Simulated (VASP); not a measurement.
Runs of VASP 6.6.1 on MgO. The structure is that of space group I4/mmm (No. 139), or close to it. The cells are those of the table. 

| cell | gap on the mesh (eV) | pressure (GPa) |
| --- | --- | --- |
| a = 3.020, b = 2.855, c = 2.855 Å, angles 63.9, 58.1, 58.1°, 2 atoms | (c) | (b) |
| a = 3.020, b = 3.254, c = 3.254 Å, angles 55.3, 62.4, 62.4°, 2 atoms | 3.01 | (a) |
| a = 3.020, b = 3.194, c = 3.194 Å, angles 56.4, 61.8, 61.8°, 2 atoms | 3.28 | -12.3 |
| a = 3.020, b = 3.224, c = 3.224 Å, angles 55.9, 62.1, 62.1°, 2 atoms | 3.14 | -13.1 |
| a = 3.020, b = 2.909, c = 2.909 Å, angles 62.5, 58.7, 58.7°, 2 atoms | (d) | 13.0 |
| a = 3.020, b = 2.802, c = 2.802 Å, angles 65.2, 57.4, 57.4°, 2 atoms | 5.61 | 44.2 |

Alike in all rows: task single point; level PBE; potentials or basis VASP PAW PBE potentials, release 64 (Mg, O); no spin polarisation; k mesh 10 × 10 × 10; cutoff (eV) 520; smearing gaussian 0.05 eV.

Estimate the missing entries.

(a) -13.7; (b) 25.9; (c) 5.31; (d) 4.99.

